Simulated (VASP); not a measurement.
Here is a VASP 6.6.1 calculation.

INCAR

```
SYSTEM = InW8C8
  PREC = Accurate
  ENCUT = 1000
  EDIFF = 1E-6
  ISMEAR = 0
  SIGMA = 0.05
  LREAL = Auto
  LASPH = .True.
  NELM = 120
  ALGO = Normal
  ISIF = 2
  LWAVE = .False.
  LCHARG = .False.
  GGA = PE
  NBANDS = 92
  GGA_COMPAT = .False.
  NELMDL = -8
```

KPOINTS

```
Automatic mesh
0
Gamma
  3 3 1
  0 0 0
```

The input POSCAR:

```
InW8C8
1.0
    5.8006000000      0.0000000000      0.0000000000
   -2.9003000000      5.0234670000      0.0000000000
    0.0000000000      0.0000000000     15.2466500000
W C In
8 8 1
Direct
    0.0000000000      0.0000000000      0.0655881784
   -0.0029402748     -0.0041276274      0.2512974326
    0.0000000498      0.5000000995      0.0655881784
   -0.0011010212      0.4970845832      0.2543480043
    0.5000000000      0.0000000000      0.0655881784
    0.4985573303     -0.0009338172      0.2543283279
    0.5000000498      0.5000000995      0.0655881784
    0.4964683286      0.4972641405      0.2544214631
    0.3340772321      0.1673841990      0.1520696022
    0.3240226524      0.1532885555      0.3307105495
    0.3330591113      0.6661116715      0.1522480020
    0.3294975894      0.6634043779      0.3285452870
    0.8330549621      0.1673435896      0.1520074246
    0.8257791319      0.1532618807      0.3306992684
    0.8330515599      0.6662575866      0.1519909619
    0.8289096171      0.6613002534      0.3269230946
    1.0739426536      1.1555634784      0.4518639176
```

Potentials or basis: VASP PAW PBE potentials, release 64 (W_sv, C_h, In_d).

Command:

```sh
$ cat potpaw_PBE.64/W_sv/POTCAR potpaw_PBE.64/C_h/POTCAR potpaw_PBE.64/In_d/POTCAR > POTCAR
$ mpirun -np 1 vasp_std > vasp.out
```

Estimate the largest force.

0.300 eV/Å.

Predict the band gap on the k mesh.

zero (an odd number of electrons rules out a gap without spin polarisation).

Forces on the atoms (eV/Å):
```
W   -0.008  0.005 -0.300
W   -0.009 -0.004 -0.012
W    0.009 -0.073  0.010
W   -0.008 -0.016 -0.020
W   -0.012  0.007  0.081
W   -0.001  0.001 -0.022
W   -0.035 -0.070  0.012
W   -0.007 -0.016 -0.022
C   -0.001  0.000 -0.002
C    0.020 -0.015  0.073
C   -0.003  0.000 -0.002
C    0.022 -0.003  0.071
C   -0.002  0.000 -0.004
C    0.002 -0.016  0.063
C   -0.001  0.000 -0.002
C    0.016 -0.013  0.058
In   0.017  0.213  0.019
```

Caveat: the k points lie up to 0.42 Å⁻¹ apart, too coarse for converged energies and pressures of a metal; there is no dipole correction, which matters where the two faces differ; spin-orbit coupling is left out, which moves the levels of the heavy elements; an odd number of electrons without spin polarisation forces a metal; a magnetic or distorted state may lie lower.
